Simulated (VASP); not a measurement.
# SiC in VASP: settings compared, part 2 of 2

VASP 6.6.1. Earlier steps stand in the parts before.

### Step 3. Single point, PBE

This run uses another cell than the first one: it holds 8 atoms, not 4.

INCAR

```
ALGO = Normal ; EDIFF = 1E-6
ENCUT = 520 ; GGA = PE
ISIF = 2 ; ISMEAR = 0
LASPH = T ; LCHARG = F
LREAL = F ; LWAVE = F
NBANDS = 26 ; NELM = 60
PREC = Accurate ; SIGMA = 0.1
```

KPOINTS

```
k-points
0
Gamma
  4 4 4
```

POSCAR

```
SiC
1.0
   -3.0979015777      0.0001476657     -0.0001425350
   -0.0002950599     -0.0006309040     -5.0700515833
    0.0002824947     -5.3498563914     -0.0006848818
Si C
4 4
Direct
    0.4999664961      0.4955864862      0.8332607729
    0.0000043319      0.4955864630      0.3332662195
    1.0000435879      0.9955894841      0.6667504004
    0.5000111958      0.9955886206      0.1667535775
    0.5000756308      0.1194133594      0.8329930528
    0.0000440768      0.1194160178      0.3329970099
    0.9999045552      0.6194115700      0.6669873267
    0.4999501257      0.6194080389      0.1669916402
```

Potentials or basis: VASP PAW PBE potentials, release 64 (Si, C).

Run with:

```bash
> cat potpaw_PBE.64/Si/POTCAR potpaw_PBE.64/C/POTCAR > POTCAR
> mpirun -np 1 vasp_std > vasp.out
```

OUTCAR:

```text
EDIFF = 1E-6
   ENCUT = 520
   GGA = PE
   ISIF = 2
   ISMEAR = 0
   LASPH = T
   LREAL = F
   NELM = 60
   PREC = Accurate

 ion  position               nearest neighbor table
   1  0.500  0.496  0.833-   8 1.89   7 1.89   7 1.89   5 1.91   2 3.09   2 3.09   2 3.09   2 3.09
                             4 3.10   4 3.10   3 3.10   3 3.10   3 3.10   3 3.10
   2  0.000  0.496  0.333-   7 1.89   8 1.89   8 1.89   6 1.91   1 3.09   1 3.09   1 3.09   1 3.09
                             3 3.10   3 3.10   4 3.10   4 3.10   4 3.10   4 3.10
   3  0.000  0.996  0.667-   6 1.89   5 1.89   5 1.89   7 1.91   4 3.09   4 3.09   4 3.09   4 3.09
                             2 3.10   2 3.10   1 3.10   1 3.10   1 3.10   1 3.10
   4  0.500  0.996  0.167-   5 1.89   6 1.89   6 1.89   8 1.91   3 3.09   3 3.09   3 3.09   3 3.09
                             1 3.10   1 3.10   2 3.10   2 3.10   2 3.10   2 3.10
   5  0.500  0.119  0.833-   4 1.89   3 1.89   3 1.89   1 1.91
   6  0.000  0.119  0.333-   3 1.89   4 1.89   4 1.89   2 1.91
   7  1.000  0.619  0.667-   2 1.89   1 1.89   1 1.89   3 1.91
   8  0.500  0.619  0.167-   1 1.89   2 1.89   2 1.89   4 1.91

  LATTYP: Found a triclinic cell.
 ALAT       =     5.9418592238
 B/A-ratio  =     1.9297055820
 C/A-ratio  =     0.5213690644
 COS(alpha) =     0.0000452760
[... 199 lines left out ...]
 fundamental gap:      2.5385260557
 Fermi energy:         8.5284941669

 k-point     1 :       0.0000    0.0000    0.0000
  band No.  band energies     occupation
      1      -7.3560      2.00000
      2      -4.0761      2.00000
      3      -3.8373      2.00000
      4      -2.6183      2.00000
      5      -0.5123      2.00000
      6       0.3793      2.00000
[... 685 lines left out ...]
     25      16.6172      0.00000
     26      16.7317      0.00000

 [... further k-points ...]
[... 5 lines left out ...]
  --------------------------------------------------------------------------------------
  -------------------------------------------------------------------------------------
  Total       -0.0447206     -0.0125705      0.0267002      0.0066399     -0.0196337     -0.0080119
  in kB       -0.8526997     -0.2396859      0.5090998      0.1266040     -0.3743606     -0.1527647
  external PRESSURE =      -0.1944286 kB  Pullay stress =       0.0000000 kB

 VOLUME and BASIS-vectors are now :
 -----------------------------------------------------------------------------
  energy-cutoff  :      520.00
  volume of cell :       84.03
      direct lattice vectors                 reciprocal lattice vectors
    -3.097901578  0.000147666 -0.000142535    -0.322799153 -0.000017048  0.000018788
    -0.000295060 -0.000630904 -5.070051583     0.000009076  0.000025250 -0.197236656
     0.000282495 -5.349856391 -0.000684882    -0.000008911 -0.186920909  0.000023260

 POSITION                                       TOTAL-FORCE (eV/Angst)
 -----------------------------------------------------------------------------------
     -1.54876     -4.45806     -2.51329         0.000736      0.001479      0.002499
     -0.00007     -1.78324     -2.51288         0.001562      0.002263      0.002509
     -0.00024     -3.56765     -5.04815        -0.000206     -0.001651      0.002954
     -1.54923     -0.89266     -5.04787        -0.001341     -0.001285      0.002901
     -1.54899     -4.45639     -0.60607         0.002350      0.008364     -0.002497
     -0.00008     -1.78156     -0.60567         0.001310      0.008881     -0.002273
     -3.09760     -3.56853     -3.14105        -0.003022     -0.009337     -0.002934
     -1.54893     -0.89370     -3.14062        -0.001388     -0.008714     -0.003159
 -----------------------------------------------------------------------------------
    total drift:                               -0.000005      0.000004      0.000564

  FREE ENERGIE OF THE ION-ELECTRON SYSTEM (eV)
  ---------------------------------------------------
  free  energy   TOTEN  =       -60.1344445259 eV

  energy  without entropy=      -60.1344445259  energy(sigma->0) =      -60.13444453
```

OSZICAR:

```text
N       E                     dE             d eps       ncg     rms          rms(c)
DAV:   1     0.745692400230E+02    0.74569E+02   -0.14449E+04  1872   0.111E+03
DAV:   2    -0.604103557578E+02   -0.13498E+03   -0.12599E+03  2486   0.195E+02
DAV:   3    -0.673712179430E+02   -0.69609E+01   -0.69055E+01  2564   0.411E+01
DAV:   4    -0.674612813787E+02   -0.90063E-01   -0.89939E-01  2396   0.543E+00
DAV:   5    -0.674629008300E+02   -0.16195E-02   -0.16185E-02  2490   0.697E-01    0.174E+01
DAV:   6    -0.603258008617E+02    0.71371E+01   -0.19289E+01  2360   0.191E+01    0.778E+00
DAV:   7    -0.601666273322E+02    0.15917E+00   -0.19980E+00  2436   0.635E+00    0.343E+00
DAV:   8    -0.601358393732E+02    0.30788E-01   -0.10237E-01  2212   0.157E+00    0.868E-01
DAV:   9    -0.601338127405E+02    0.20266E-02   -0.15274E-02  2396   0.646E-01    0.176E-01
DAV:  10    -0.601343925496E+02   -0.57981E-03   -0.17274E-03  2218   0.198E-01    0.798E-02
DAV:  11    -0.601344410060E+02   -0.48456E-04   -0.25053E-04  2186   0.860E-02    0.184E-02
DAV:  12    -0.601344433087E+02   -0.23027E-05   -0.10771E-05  2354   0.177E-02    0.506E-03
DAV:  13    -0.601344443319E+02   -0.10232E-05   -0.63906E-07  1548   0.442E-03    0.245E-03
DAV:  14    -0.601344445259E+02   -0.19403E-06   -0.80170E-08  1168   0.151E-03
   1 F= -.60134445E+02 E0= -.60134445E+02  d E =-.123362E-10
```

Run time: 1.7 min. Hardware: 1 thread of Intel Xeon 8259CL, shared host; peak memory 0.21 GiB.

Results:

```yaml
Free_energy: -60.1344 eV
Pressure: 0.0 GPa
Largest_force: 0.010 eV/Å
Band_gap_on_the_k_mesh: 2.54 eV
```

Forces in eV/Å, atoms in the order of the input:
```
Si   0.001  0.001  0.002
Si   0.002  0.002  0.003
Si   0.000 -0.002  0.003
Si  -0.001 -0.001  0.003
C    0.002  0.008 -0.002
C    0.001  0.009 -0.002
C   -0.003 -0.009 -0.003
C   -0.001 -0.009 -0.003
```

Caveat: the k points lie up to 0.51 Å⁻¹ apart.
